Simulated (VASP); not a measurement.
# NbAs (wurtzite type) (P6_3mc) in VASP: relaxation of cell and atoms with PBE

Aim: the relaxation of cell and atoms of NbAs (wurtzite type) with PBE.

All numbers are computed with VASP 6.6.1; they aren't measurements. Logs are shortened: lines on timing, memory, paths and dates and some standing lists are left out, and cuts for length are marked.

## 1. The cell of the first run

The structure is hexagonal, space group P6_3mc (No. 186). The conventional cell has a = 4.270 Å, b = 4.270 Å, c = 6.960 Å, α = 90.00°, β = 90.00°, γ = 120.00°. Nb (site symmetry 3m) has 4 As at 2.61 to 2.62 Å within 3.4 Å. As (site symmetry 3m) has 4 Nb at 2.61 to 2.62 Å within 3.4 Å.

## 2. Relaxation of cell and atoms, PBE

Input file INCAR:

```
ALGO = Normal
EDIFF = 1E-7
EDIFFG = -0.005
ENCUT = 600
GGA = PE
IBRION = 2
ISIF = 3
ISMEAR = -1
LASPH = T
LCHARG = F
LREAL = F
LWAVE = F
NELM = 60
NSW = 100
PREC = Accurate
SIGMA = 0.08
```

Input file KPOINTS:

```
k-points
0
Gamma
  9 9 5
```

Input file POSCAR:

```
NbAs
1.0
    4.2698503391      0.0000000000      0.0000000000
   -2.1349251695      3.6977988640      0.0000000000
    0.0000000000      0.0000000000      6.9598560527
Nb As
2 2
Direct
    0.3333333333      0.6666666667      0.0000000000
    0.6666666667      0.3333333333      0.5000000000
    0.3333333333      0.6666666667      0.3760000000
    0.6666666667      0.3333333333      0.8760000000
```

Potentials or basis: VASP PAW PBE potentials, release 64 (Nb_sv, As).

Run with:

```console
cat potpaw_PBE.64/Nb_sv/POTCAR potpaw_PBE.64/As/POTCAR > POTCAR
mpirun -np 1 vasp_std > vasp.out
```

OUTCAR:

```text
EDIFF = 1E-7
   EDIFFG = -0.005
   ENCUT = 600
   GGA = PE
   IBRION = 2
   ISIF = 3
   ISMEAR = -1
   LASPH = T
   LREAL = F
   NELM = 60
   NSW = 100
   PREC = Accurate

 ion  position               nearest neighbor table
   1  0.333  0.667  0.000-   4 2.61   4 2.61   4 2.61   3 2.62
   2  0.667  0.333  0.500-   3 2.61   3 2.61   3 2.61   4 2.62
   3  0.333  0.667  0.376-   2 2.61   2 2.61   2 2.61   1 2.62
   4  0.667  0.333  0.876-   1 2.61   1 2.61   1 2.61   2 2.62

  LATTYP: Found a hexagonal cell.
 ALAT       =     4.2698503391
 C/A-ratio  =     1.6300000000

  Lattice vectors:

 A1 = (   4.2698503391,   0.0000000000,   0.0000000000)
 A2 = (  -2.1349251695,   3.6977988640,   0.0000000000)
 A3 = (   0.0000000000,   0.0000000000,   6.9598560527)

Analysis of symmetry for initial positions (statically):
=====================================================================
 Subroutine PRICEL returns:
 Original cell was already a primitive cell.

 Routine SETGRP: Setting up the symmetry group for a
 hexagonal supercell.

 Subroutine GETGRP returns: Found 12 space group operations
 (whereof  6 operations were pure point group operations)
 out of a pool of 24 trial point group operations.

The static configuration has the point symmetry C_3v.
 The point group associated with its full space group is C_6v.

Analysis of symmetry for dynamics (positions and initial velocities):
=====================================================================
 Subroutine PRICEL returns:
 Original cell was already a primitive cell.

 Routine SETGRP: Setting up the symmetry group for a
 hexagonal supercell.

 Subroutine GETGRP returns: Found 12 space group operations
 (whereof  6 operations were pure point group operations)
 out of a pool of 24 trial point group operations.

The dynamic configuration has the point symmetry C_3v.
 The point group associated with its full space group is C_6v.

 Subroutine INISYM returns: Found 12 space group operations
 (whereof  6 operations are pure point group operations),
 and found     1 'primitive' translations

----------------------------------------------------------------------------------------

                                     Primitive cell

  volume of cell :     109.8895

  direct lattice vectors                    reciprocal lattice vectors
     4.269850339  0.000000000  0.000000000     0.234200246  0.135215575  0.000000000
    -2.134925170  3.697798864  0.000000000     0.000000000  0.270431150  0.000000000
     0.000000000  0.000000000  6.959856053     0.000000000  0.000000000  0.143681133

  length of vectors
     4.269850339  4.269850339  6.959856053     0.270431150  0.270431150  0.143681133
[... 104 lines left out ...]
     AMIX     =   0.40;   BMIX     =  1.00
     AMIX_MAG =   1.60;   BMIX_MAG =  1.00
  volume/ion in A,a.u.               =      27.47       185.39
  Fermi-wavevector in a.u.,A,eV,Ry     =   1.128557  2.132664 17.328945  1.273641
  Thomas-Fermi vector in A             =   2.265248
   LORBIT       =      0    0 simple, 1 ext, 2 COOP (PROOUT), +10 PAW based schemes
   GGA     = PE    functional components
   LHFCALC =     F    Hartree Fock is set to
   AEXX    =    0.0000 exact exchange contribution
   IVDW    =     0    specifies the selected vdW correction
   LEPSILON=     F    determine dielectric tensor
   LRPA    =     F    only Hartree local field effects (RPA)
 conjugate gradient relaxation of ions
 non-spin polarized calculation
  energy-cutoff  :      600.00
  volume of cell :      109.89
 maximum number of plane-waves:      3700
 NGX is ok and might be reduce to    36
   NGX = 17   NGY = 17   NGZ = 27

--------------------------------------- Ionic step        1  -------------------------------------------

 number of electron      36.0000002 magnetization

 Free energy of the ion-electron system (eV)
  ---------------------------------------------------
  ext. energy  EPLUGINS =         0.00000000
  ---------------------------------------------------
  free energy    TOTEN  =       -28.24537630 eV

  energy without entropy =      -28.10897230  energy(sigma->0) =      -28.17717430

------------------------ aborting loop because EDIFF is reached ----------------------------------------

  FORCE on cell =-STRESS in cart. coord.  units (eV):
  Direction    XX          YY          ZZ          XY          YZ          ZX
  --------------------------------------------------------------------------------------
  -------------------------------------------------------------------------------------
  Total       -4.9354774     -4.9354774     -5.7131447     -0.0000000      0.0000000      0.0000000
  in kB      -71.9587409    -71.9587409    -83.2970481     -0.0000000      0.0000000      0.0000000
  external PRESSURE =     -75.7381766 kB  Pullay stress =       0.0000000 kB
[... 95 lines left out ...]
  FREE ENERGIE OF THE ION-ELECTRON SYSTEM (eV)
  ---------------------------------------------------
  free  energy   TOTEN  =       -28.5326399610 eV

  energy  without entropy=      -28.4207071319  energy(sigma->0) =      -28.47667355

 E-fermi :   5.7096     XC(G=0):  -9.9809

 val. band max:        5.7009212929   @ k =   0.1111  -0.0000   0.2000
 cond. band min:       5.7711769320   @ k =   0.1111   0.1111   0.0000
 fundamental gap:      0.0702556391
 Fermi energy:         5.7095837433

 k-point     1 :       0.0000    0.0000    0.0000
  band No.  band energies     occupation
      1     -49.7110      2.00000
      2     -49.7095      2.00000
      3     -25.8584      2.00000
      4     -25.8115      2.00000
      5     -25.7333      2.00000
      6     -25.7333      2.00000
[... 589 lines left out ...]
     21       6.8343      0.00000
     22       7.3767      0.00000

 [... further k-points ...]

[... ionic steps 4 to 37 ...]

--------------------------------------- Ionic step       38  -------------------------------------------

 number of electron      36.0000001 magnetization

------------------------ aborting loop because EDIFF is reached ----------------------------------------
[... 71 lines left out ...]
--------------------------------------- Ionic step       40  -------------------------------------------

 number of electron      36.0000001 magnetization

 Free energy of the ion-electron system (eV)
  ---------------------------------------------------
  ext. energy  EPLUGINS =         0.00000000
  ---------------------------------------------------
  free energy    TOTEN  =       -29.43579469 eV

  energy without entropy =      -29.37940134  energy(sigma->0) =      -29.40759801

 E-fermi :   7.1743     XC(G=0): -10.8420

 val. band max:        7.1706925256   @ k =   0.2222   0.2222   0.4000
 cond. band min:       7.1906982869   @ k =   0.1111  -0.0000   0.0000
 fundamental gap:      0.0200057613
 Fermi energy:         7.1743452297

 k-point     1 :       0.0000    0.0000    0.0000
  band No.  band energies     occupation
      1     -47.7459      2.00000
      2     -47.7453      2.00000
      3     -23.9125      2.00000
      4     -23.8779      2.00000
      5     -23.6775      2.00000
      6     -23.6775      2.00000
[... 622 lines left out ...]
  FREE ENERGIE OF THE ION-ELECTRON SYSTEM (eV)
  ---------------------------------------------------
  free  energy   TOTEN  =       -29.4357946921 eV

  energy  without entropy=      -29.3794013356  energy(sigma->0) =      -29.40759801

 reached required accuracy - stopping structural energy minimisation
```

CONTCAR:

```text
NbAs
   1.00000000000000
     3.3972528530250288   -0.0000000000094840    0.0000000000000000
    -1.6986264264809467    2.9421072737950800    0.0000000000000000
     0.0000000000000000   -0.0000000000000000    8.3675488728885590
  Nb              As
     2     2
Direct
     0.3333333332999970    0.6666666667000030    0.0367287476309634
     0.6666666667000030    0.3333333332999970    0.5367287476309630
     0.3333333332999970    0.6666666667000030    0.3392712523690342
     0.6666666667000030    0.3333333332999970    0.8392712523690347

  0.00000000E+00  0.00000000E+00  0.00000000E+00
  0.00000000E+00  0.00000000E+00  0.00000000E+00
  0.00000000E+00  0.00000000E+00  0.00000000E+00
  0.00000000E+00  0.00000000E+00  0.00000000E+00
```

Run time: 46 min. Hardware: 1 thread of Intel Xeon Platinum 8375C at 2.90GHz (Ice Lake), shared host; peak memory 0.34 GiB.

Results:

```yaml
Free_energy: -29.4358 eV
Relaxed_volume: 20.91 Å³/atom
Relaxed_cell: a = 3.397 Å, b = 3.397 Å, c = 8.368 Å, α = 90.00°, β = 90.00°, γ = 120.00°
Space_group_after_relaxing_to_0.1_Å: P6_3mc (No. 186)
Energy_gained_by_relaxing: 297.6 meV/atom
Ionic_steps: 40
Pressure_after_relaxing: 0.0 GPa
Band_gap_on_the_k_mesh: zero (bands 18 and 19 overlap by 0.10 eV)
```

Step by step:
| step | energy change (eV) | largest force (eV/Å) | pressure (GPa) | volume (Å³) |
| --- | --- | --- | --- | --- |
| 1 | 0.0000 | 0.2160 | -7.57 | 109.89 |
| 2 | -0.0409 | 0.1955 | 9.91 | 90.50 |
| 3 | -0.2873 | 0.0806 | -0.12 | 99.13 |
| 4 | -0.2873 | 0.0760 | 0.08 | 98.92 |
| 5 | -0.2885 | 0.0501 | 0.07 | 98.93 |
| 6 | -0.2919 | 0.0364 | 0.02 | 98.98 |
| 7 | -0.2954 | 0.2529 | -0.08 | 99.06 |
| 8 | -0.2955 | 0.2538 | -0.08 | 99.06 |
| 9 | -0.2957 | 0.2571 | -0.08 | 99.06 |
| 10 | -0.2960 | 0.2636 | -0.09 | 99.07 |
| 11 | -0.2967 | 0.2768 | -0.10 | 99.07 |
| 12 | -0.2981 | 0.3040 | -0.13 | 99.09 |
| 13 | -0.3009 | 0.3626 | -0.19 | 99.11 |
| 14 | -0.3055 | 0.4969 | -0.31 | 99.15 |
| 15 | -0.3076 | 0.8309 | -0.59 | 99.23 |
| 16 | -0.3082 | 0.7217 | -0.50 | 99.21 |
| 17 | -0.3107 | 0.7523 | -0.55 | 99.21 |
| 18 | -0.3177 | 0.8507 | -0.71 | 99.23 |
| 19 | -0.3277 | 1.0802 | -1.06 | 99.26 |
| 20 | -0.3190 | 1.6448 | -1.80 | 99.26 |
| 21 | -0.3275 | 1.2816 | -1.31 | 99.26 |
| 22 | -0.3477 | 1.3188 | -1.57 | 99.22 |
| 23 | -0.4020 | 1.4664 | -2.41 | 99.07 |
| 24 | -0.4576 | 1.9322 | -4.21 | 98.58 |
| 25 | -0.5492 | 1.7273 | -4.63 | 98.01 |
| 26 | -0.7730 | 1.1977 | -5.68 | 96.19 |
| 27 | -1.0187 | 0.5247 | -6.89 | 92.09 |
| 28 | -1.0399 | 0.4115 | -6.97 | 91.11 |
| 29 | -1.1270 | 0.2068 | -4.60 | 88.73 |
| 30 | -1.1820 | 0.1297 | -0.66 | 85.43 |
| 31 | -1.1828 | 0.1810 | -0.05 | 84.98 |
| 32 | -1.1828 | 0.1672 | -0.22 | 85.10 |
| 33 | -1.1840 | 0.1209 | -0.17 | 85.00 |
| 34 | -1.1855 | 0.0207 | -0.04 | 84.71 |
| 35 | -1.1866 | 0.0210 | -0.06 | 84.60 |
| 36 | -1.1890 | 0.0233 | -0.14 | 84.28 |
| 37 | -1.1901 | 0.0357 | -0.27 | 83.61 |
| 38 | -1.1903 | 0.0311 | -0.24 | 83.81 |
| 39 | -1.1902 | 0.0319 | 0.28 | 83.44 |
| 40 | -1.1904 | 0.0009 | 0.01 | 83.63 |

Final structure:
```cif
data_structure
_symmetry_space_group_name_H-M 'P 1'
_symmetry_Int_Tables_number 1
_cell_length_a 3.3973
_cell_length_b 3.3973
_cell_length_c 8.3675
_cell_angle_alpha 90.000
_cell_angle_beta 90.000
_cell_angle_gamma 120.000
_cell_volume 83.63
loop_
_atom_site_label
_atom_site_type_symbol
_atom_site_fract_x
_atom_site_fract_y
_atom_site_fract_z
_atom_site_occupancy
Nb1 Nb 0.33333 0.66667 0.03673 1
Nb2 Nb 0.66667 0.33333 0.53673 1
As1 As 0.33333 0.66667 0.33927 1
As2 As 0.66667 0.33333 0.83927 1
```

Caveat: the volume moved by over 15 % at a fixed basis, so the end points are rough.
